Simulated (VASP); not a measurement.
LiCl, 4 atoms in the cell. It takes space group P6_3mc (No. 186, hexagonal). The conventional cell has a = 3.894 Å, b = 3.894 Å, c = 6.226 Å, α = 90.00°, β = 90.00°, γ = 120.00°. Within 3.1 Å of Li (site symmetry 3m) lie 4 Cl at 2.37 Å. Within 3.1 Å of Cl (site symmetry 3m) lie 4 Li at 2.37 Å. 

| Item | Value |
| --- | --- |
| Program | VASP 6.6.1 |
| Task | single point |
| Functional | PBE |
| Potentials or basis | VASP PAW PBE potentials, release 64 (Li_sv, Cl) |
| Cutoff | 520 eV |
| k mesh | 12 × 12 × 4 |
| Occupations | fermi-dirac, width 0.02 eV |
| Spin | no spin polarisation |
| Dipole correction | no |
| Further INCAR settings | ALGO = Normal; EDIFF = 1e-07; NBANDS = 18 |

Potentials or basis: VASP PAW PBE potentials, release 64 (Li_sv, Cl).

The run is started by

```console
$ cat potpaw_PBE.64/Li_sv/POTCAR potpaw_PBE.64/Cl/POTCAR > POTCAR
$ mpirun -np 1 vasp_std > vasp.out
```

Hardware: 1 thread of Intel(R) Xeon(R) 6975P-C (Granite Rapids) (shared host).

Estimate the wall time of this run.

Run time: 36 s on 1 thread of Intel(R) Xeon(R) 6975P-C (Granite Rapids), on a shared host, peak memory 0.22 GiB. Counts: scf iterations 14, k points 57.
